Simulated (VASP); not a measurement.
# Rh (Pm-3m) in VASP: notebook

Rh is run at these levels: PBEsol+D3(BJ); tasks: single point, relaxation of cell and atoms.

Program: VASP 6.6.1. These are calculated values, not measurements. Logs are shortened: lines on timing, memory, paths and dates and some standing lists are left out, and cuts for length are marked.

## (1) The cell of the first run

The structure is cubic, space group Pm-3m (No. 221). The conventional cell has a = 2.478 Å, b = 2.478 Å, c = 2.478 Å, α = 90.00°, β = 90.00°, γ = 90.00°. Rh (site symmetry m-3m) has 6 Rh at 2.48 Å within 3.3 Å.

## (2) Single point, PBEsol+D3(BJ)

File INCAR:

```
PREC = Accurate ; ENCUT = 520
EDIFF = 1E-7 ; ISMEAR = 1
SIGMA = 0.1 ; LREAL = F
LASPH = T ; NELM = 100
ALGO = Normal ; ISIF = 2
LWAVE = F ; LCHARG = T
GGA = PS ; IVDW = 12
LELF = T ; LVHAR = T
NBANDS = 14
```

File KPOINTS:

```
Automatic mesh
0
Gamma
  10 10 10
```

File POSCAR:

```
Rh
1.0
    2.4783868426      0.0000000000      0.0000000000
    0.0000000000      2.4783868426      0.0000000000
    0.0000000000      0.0000000000      2.4783868426
Rh
1
Direct
    0.0000000000      0.0000000000      0.0000000000
```

Potentials or basis: VASP PAW PBE potentials, release 64 (Rh_pv).

Command:

```bash
$ cat potpaw_PBE.64/Rh_pv/POTCAR > POTCAR
$ mpirun -np 1 vasp_std > vasp.out
```

OUTCAR:

```text
PREC = Accurate
   ENCUT = 520
   EDIFF = 1E-7
   ISMEAR = 1
   LREAL = F
   LASPH = T
   NELM = 100
   ISIF = 2
   GGA = PS
   IVDW = 12
 IVDW          = 12

 ion  position               nearest neighbor table
   1  0.000  0.000  0.000-

  LATTYP: Found a simple cubic cell.
 ALAT       =     2.4783868426

  Lattice vectors:

 A1 = (   2.4783868426,   0.0000000000,   0.0000000000)
 A2 = (   0.0000000000,   2.4783868426,   0.0000000000)
 A3 = (   0.0000000000,   0.0000000000,   2.4783868426)

Analysis of symmetry for initial positions (statically):
=====================================================================
 Subroutine PRICEL returns:
 Original cell was already a primitive cell.

 Routine SETGRP: Setting up the symmetry group for a
 simple cubic supercell.

 Subroutine GETGRP returns: Found 48 space group operations
 (whereof 48 operations were pure point group operations)
 out of a pool of 48 trial point group operations.

The static configuration has the point symmetry O_h .

Analysis of symmetry for dynamics (positions and initial velocities):
=====================================================================
 Subroutine PRICEL returns:
 Original cell was already a primitive cell.

 Routine SETGRP: Setting up the symmetry group for a
 simple cubic supercell.

 Subroutine GETGRP returns: Found 48 space group operations
 (whereof 48 operations were pure point group operations)
 out of a pool of 48 trial point group operations.

The dynamic configuration has the point symmetry O_h .

 Subroutine INISYM returns: Found 48 space group operations
 (whereof 48 operations are pure point group operations),
 and found     1 'primitive' translations

----------------------------------------------------------------------------------------

                                     Primitive cell

  volume of cell :      15.2232

  direct lattice vectors                    reciprocal lattice vectors
     2.478386843  0.000000000  0.000000000     0.403488262  0.000000000  0.000000000
     0.000000000  2.478386843  0.000000000     0.000000000  0.403488262  0.000000000
     0.000000000  0.000000000  2.478386843     0.000000000  0.000000000  0.403488262

  length of vectors
     2.478386843  2.478386843  2.478386843     0.403488262  0.403488262  0.403488262

  position of ions in fractional coordinates (direct lattice)
     0.000000000  0.000000000  0.000000000

  ion indices of the primitive-cell ions
   primitive index   ion index
                 1           1

----------------------------------------------------------------------------------------

 KPOINTS: Automatic mesh

Automatic generation of k-mesh.
 Grid dimensions read from file:
 generate k-points for:   10   10   10

 Generating k-lattice:

  Cartesian coordinates                     Fractional coordinates (reciprocal lattice)
     0.040348826  0.000000000  0.000000000     0.100000000  0.000000000  0.000000000
     0.000000000  0.040348826  0.000000000     0.000000000  0.100000000  0.000000000
     0.000000000  0.000000000  0.040348826     0.000000000  0.000000000  0.100000000

  Length of vectors
     0.040348826  0.040348826  0.040348826

  Shift w.r.t. Gamma in fractional coordinates (k-lattice)
     0.000000000  0.000000000  0.000000000

 Subroutine IBZKPT returns following result:
 ===========================================

 Found     56 irreducible k-points:

 Following reciprocal coordinates:
            Coordinates               Weight
  0.000000  0.000000  0.000000      1.000000
  0.100000  0.000000  0.000000      6.000000
  0.200000  0.000000  0.000000      6.000000
  0.300000  0.000000  0.000000      6.000000
  0.400000  0.000000  0.000000      6.000000
  0.500000  0.000000  0.000000      3.000000
[... 16 lines left out ...]
  0.200000  0.100000  0.100000     24.000000
  0.300000  0.100000  0.100000     24.000000
 [... further k-points ...]
   k-points           NKPTS =     56   k-points in BZ     NKDIM =     56   number of bands    NBANDS=     14
   number of dos      NEDOS =    301   number of ions     NIONS =      1
   total plane-waves  NPLWV =   5832
   dimension x,y,z NGX =    18 NGY =   18 NGZ =   18
   dimension x,y,z NGXF=    36 NGYF=   36 NGZF=   36
   ions per type =               1
   NGX,Y,Z   is equivalent  to a cutoff of  12.07, 12.07, 12.07 a.u.
   NGXF,Y,Z  is equivalent  to a cutoff of  24.15, 24.15, 24.15 a.u.
 SYSTEM =  unknown system
   PREC   = accura    normal or accurate (medium, high low for compatibility)
   ISTART =      0    job   : 0-new  1-cont  2-samecut
   ICHARG =      2    charge: 1-file 2-atom 10-const
   ISPIN  =      1    spin polarized calculation?
   LNONCOLLINEAR =      F non collinear calculations
   LSORBIT =      F    spin-orbit coupling
   LASPH  =      T    aspherical Exc in radial PAW
   ENCUT  =  520.0 eV  38.22 Ry    6.18 a.u.   4.61  4.61  4.61*2*pi/ulx,y,z
   NELM   =    100;   NELMIN=  2; NELMDL= -5     # of ELM steps
   EDIFF  = 0.1E-06   stopping-criterion for ELM
   LREAL  =      F    real-space projection
   EDIFFG = 0.1E-05   stopping-criterion for IOM
   NSW    =      0    number of steps for IOM
   IBRION =     -1    ionic relax: 0-MD 1-quasi-New 2-CG
   NFREE  =      0    steps in history (QN), initial steepest desc. (CG)
   ISIF   =      2    stress and relaxation
   ISYM   =      2    0-nonsym 1-usesym 2-fastsym
   POTIM  = 0.5000    time-step for ionic-motion
   TEBEG  =    0.0;   TEEND  =   0.0 temperature during run
   PSTRESS=    0.0 pullay stress
   NELECT =      15.0000    total number of electrons
   NUPDOWN=      -1.0000    fix difference up-down
   EMIN   =  10.00;   EMAX   =-10.00  energy-range for DOS
   EFERMI =   0.00;   METHOD = LEGACY
   ISMEAR =     1;   SIGMA  =   0.10  broadening in eV -4-tet -1-fermi 0-gaus
   EFERMI_NEDOS =   21; number of points for ismear=-14 and -15
   IALGO  =     38    algorithm
   IMIX   =      4    mixing-type and parameters
     AMIX     =   0.40;   BMIX     =  1.00
     AMIX_MAG =   1.60;   BMIX_MAG =  1.00
  volume/ion in A,a.u.               =      15.22       102.73
  Fermi-wavevector in a.u.,A,eV,Ry     =   1.629057  3.078470 36.107484  2.653825
  Thomas-Fermi vector in A             =   2.721585
   LORBIT       =      0    0 simple, 1 ext, 2 COOP (PROOUT), +10 PAW based schemes
   GGA     = PS    functional components
   LHFCALC =     F    Hartree Fock is set to
   AEXX    =    0.0000 exact exchange contribution
   IVDW    =    12    specifies the selected vdW correction
   LEPSILON=     F    determine dielectric tensor
   LRPA    =     F    only Hartree local field effects (RPA)
 non-spin polarized calculation
 Methfessel and Paxton  Order N= 1 SIGMA  =   0.10
  energy-cutoff  :      520.00
  volume of cell :       15.22
 maximum number of plane-waves:       437
   NGX =  9   NGY =  9   NGZ =  9

 number of electron      15.0000002 magnetization

 Free energy of the ion-electron system (eV)
  ---------------------------------------------------
  ext. energy  EPLUGINS =         0.00000000
  ---------------------------------------------------
  free energy    TOTEN  =        -7.23726071 eV

  energy without entropy =       -7.23567203  energy(sigma->0) =       -7.23673115

 E-fermi :  10.0934     XC(G=0): -13.4201

 val. band max:       10.0829146825   @ k =   0.2000   0.0000   0.0000
 cond. band min:      10.0960926244   @ k =   0.4000   0.2000   0.1000
 fundamental gap:      0.0131779419
 Fermi energy:        10.0933537103

 k-point     1 :       0.0000    0.0000    0.0000
  band No.  band energies     occupation
      1     -35.9093      2.00000
      2     -35.9093      2.00000
      3     -35.9093      2.00000
      4       2.8591      2.00000
      5       4.5370      2.00000
      6       4.5370      2.00000
      7      11.0078     -0.00000
      8      11.0078     -0.00000
      9      11.0078     -0.00000
     10      27.3634      0.00000
     11      27.3634      0.00000
     12      27.3634      0.00000
     13      31.0311      0.00000
     14      35.0959      0.00000

 k-point     2 :       0.1000    0.0000    0.0000
  band No.  band energies     occupation
      1     -35.9963      2.00000
      2     -35.9020      2.00000
      3     -35.9020      2.00000
      4       3.1534      2.00000
      5       4.5986      2.00000
      6       4.8346      2.00000
      7      10.7364     -0.00000
      8      10.7364     -0.00000
      9      11.0291     -0.00000
     10      25.5806      0.00000
     11      27.8994      0.00000
     12      27.8994      0.00000
     13      31.0367      0.00000
     14      33.6831      0.00000

 k-point     3 :       0.2000    0.0000    0.0000
  band No.  band energies     occupation
      1     -36.2204      2.00000
      2     -35.8829      2.00000
      3     -35.8829      2.00000
      4       3.8395      2.00000
      5       4.7639      2.00000
      6       5.8044      2.00000
      7      10.0829      1.17562
      8      10.0829      1.17562
      9      11.0854     -0.00000
     10      22.5503      0.00000
     11      29.3137      0.00000
     12      29.3137      0.00000
     13      31.0395      0.00000
     14      31.3895      0.00000
[... 324 lines left out ...]
 k-point    23 :       0.2000    0.1000    0.1000
  band No.  band energies     occupation
      1     -36.2037      2.00000
      2     -35.9642      2.00000
      3     -35.9577      2.00000
      4       4.4306      2.00000
      5       5.2211      2.00000
      6       5.9638      2.00000
      7       9.8058      2.00037
      8       9.9020      2.02093
      9      10.5632     -0.00000
     10      23.3621      0.00000
     11      27.3644      0.00000
     12      27.7231      0.00000
     13      31.0465      0.00000
     14      33.2524      0.00000

 k-point    24 :       0.3000    0.1000    0.1000
  band No.  band energies     occupation
      1     -36.4721      2.00000
      2     -35.9394      2.00000
      3     -35.9331      2.00000
      4       5.1333      2.00000
      5       5.4375      2.00000
      6       7.1602      2.00000
      7       9.0283      2.00000
      8       9.7125      2.00000
      9      10.6542     -0.00000
     10      20.4457      0.00000
     11      28.4966      0.00000
     12      28.6320      0.00000
     13      31.0482      0.00000
     14      32.5188      0.00000

 [... further k-points ...]

------------------------ aborting loop because EDIFF is reached ----------------------------------------

 Edisp (eV)   -0.54713

 E8    (eV) :    -0.3682

  FORCE on cell =-STRESS in cart. coord.  units (eV):
  Direction    XX          YY          ZZ          XY          YZ          ZX
  --------------------------------------------------------------------------------------
  -------------------------------------------------------------------------------------
  Total       0.00765     0.00765     0.00765    -0.00000     0.00000    -0.00000
  in kB       0.80548     0.80548     0.80548    -0.00000     0.00000    -0.00000
  external pressure =        0.81 kB  Pullay stress =        0.00 kB

 VOLUME and BASIS-vectors are now :
 -----------------------------------------------------------------------------
  energy-cutoff  :      520.00
  volume of cell :       15.22
      direct lattice vectors                 reciprocal lattice vectors
     2.478386843  0.000000000  0.000000000     0.403488262  0.000000000  0.000000000
     0.000000000  2.478386843  0.000000000     0.000000000  0.403488262  0.000000000
     0.000000000  0.000000000  2.478386843     0.000000000  0.000000000  0.403488262

 POSITION                                       TOTAL-FORCE (eV/Angst)
 -----------------------------------------------------------------------------------
      0.00000      0.00000      0.00000         0.000000      0.000000      0.000000
 -----------------------------------------------------------------------------------
    total drift:                               -0.000000      0.000000      0.000000

  FREE ENERGIE OF THE ION-ELECTRON SYSTEM (eV)
  ---------------------------------------------------
  free  energy   TOTEN  =        -7.7843873700 eV

  energy  without entropy=       -7.7827986947  energy(sigma->0) =       -7.78385781
```

Wall time 5.2 s (1 thread of Intel Xeon Platinum 8488C (Sapphire Rapids), shared host); peak memory 0.13 GiB.

Results:

```yaml
Free_energy: -7.7844 eV
Pressure: 0.1 GPa
Dispersion_energy_per_atom: -0.547 eV
```

Levels at points of the mesh, in eV from the Fermi level:
| k point | band 3 | band 4 | band 5 | band 6 | band 7 | band 8 | band 9 | band 10 | band 11 | band 12 |
| --- | --- | --- | --- | --- | --- | --- | --- | --- | --- | --- |
| (0.00, 0.00, 0.00) | -46.00 | -7.23 | -5.56 | -5.56 | 0.91 | 0.91 | 0.91 | 17.27 | 17.27 | 17.27 |
| (0.50, 0.00, 0.00) | -45.93 | -4.87 | -4.65 | -1.45 | -1.45 | -0.21 | 1.14 | 6.72 | 17.60 | 20.95 |
| (0.50, 0.50, 0.00) | -45.85 | -6.13 | -3.92 | -0.99 | -0.99 | 2.64 | 5.77 | 5.77 | 13.75 | 14.59 |
| (0.50, 0.50, 0.50) | -46.66 | -4.87 | -4.87 | -4.87 | 2.79 | 2.79 | 9.99 | 12.67 | 12.67 | 12.67 |

Caveat: the PAW data sets were made with another functional, which shifts forces and pressure a little; pairwise dispersion overbinds metals, which lowers pressure and volume.

## (3) Relaxation of cell and atoms, PBEsol+D3(BJ)

This run uses another cell than the first one, of 15.07 Å³/atom, 0.990 times its volume.

File INCAR:

```
SYSTEM = Rh
PREC = Accurate
ENCUT = 600
EDIFF = 1E-6
ISMEAR = 1
SIGMA = 0.1
LREAL = .False.
LASPH = .True.
NELM = 80
ALGO = Normal
ISIF = 3
LWAVE = .False.
LCHARG = .False.
GGA = PS
IVDW = 12
IBRION = 2
NSW = 80
EDIFFG = -0.01
```

File KPOINTS:

```
regular mesh
0
Gamma
  10 10 10
  0 0 0
```

File POSCAR:

```
Rh
1.0
    2.4700000000      0.0000000000      0.0000000000
    0.0000000000      2.4700000000      0.0000000000
    0.0000000000      0.0000000000      2.4700000000
Rh
1
Direct
    0.0000000000      0.0000000000      0.0000000000
```

Potentials or basis: VASP PAW PBE potentials, release 64 (Rh_pv).

Command:

```bash
$ cat potpaw_PBE.64/Rh_pv/POTCAR > POTCAR
$ mpirun -np 1 vasp_std > vasp.out
```

Run time: 10 s. Hardware: 1 thread of Intel Xeon Platinum 8488C (Sapphire Rapids), shared host; peak memory 0.15 GiB.

The run converged. Its results:

- Free energy: -7.7842 eV
- Relaxed volume: 15.22 Å³/atom
- Relaxed cell: a = 2.478 Å, b = 2.478 Å, c = 2.478 Å, α = 90.00°, β = 90.00°, γ = 90.00°
- Space group after relaxing (to 0.05 Å): Pm-3m (No. 221)
- Energy gained by relaxing: 1.1 meV/atom
- Ionic steps: 3
- Pressure after relaxing: 0.0 GPa
- Dispersion energy per atom: -0.547 eV

Step by step:
```
step  energy change (eV)  largest force (eV/Å)  pressure (GPa)  volume (Å³)
   1              0.0000                0.0000            2.41        15.07
   2              0.0044                0.0000           -4.99        15.57
   3             -0.0011                0.0000           -0.01        15.22
```

Final structure:
```xyz
1
Lattice="2.4784 0.0000 0.0000 0.0000 2.4784 0.0000 0.0000 0.0000 2.4784" Properties=species:S:1:pos:R:3 pbc="T T T"
Rh    0.0000    0.0000    0.0000
```

Levels at points of the mesh, in eV from the Fermi level:
| k point | band 4 | band 5 | band 6 | band 7 | band 8 | band 9 | band 10 | band 11 |
| --- | --- | --- | --- | --- | --- | --- | --- | --- |
| (0.00, 0.00, 0.00) | -7.23 | -5.56 | -5.56 | 0.91 | 0.91 | 0.91 | 17.27 | 17.27 |
| (0.50, 0.00, 0.00) | -4.87 | -4.65 | -1.45 | -1.45 | -0.21 | 1.14 | 6.72 | 17.60 |
| (0.50, 0.50, 0.00) | -6.13 | -3.92 | -0.99 | -0.99 | 2.64 | 5.77 | 5.77 | 13.75 |
| (0.50, 0.50, 0.50) | -4.87 | -4.87 | -4.87 | 2.79 | 2.79 | 9.99 | 12.67 | 12.67 |

Caveat: the PAW data sets were made with another functional, which shifts forces and pressure a little; pairwise dispersion overbinds metals, which lowers pressure and volume.
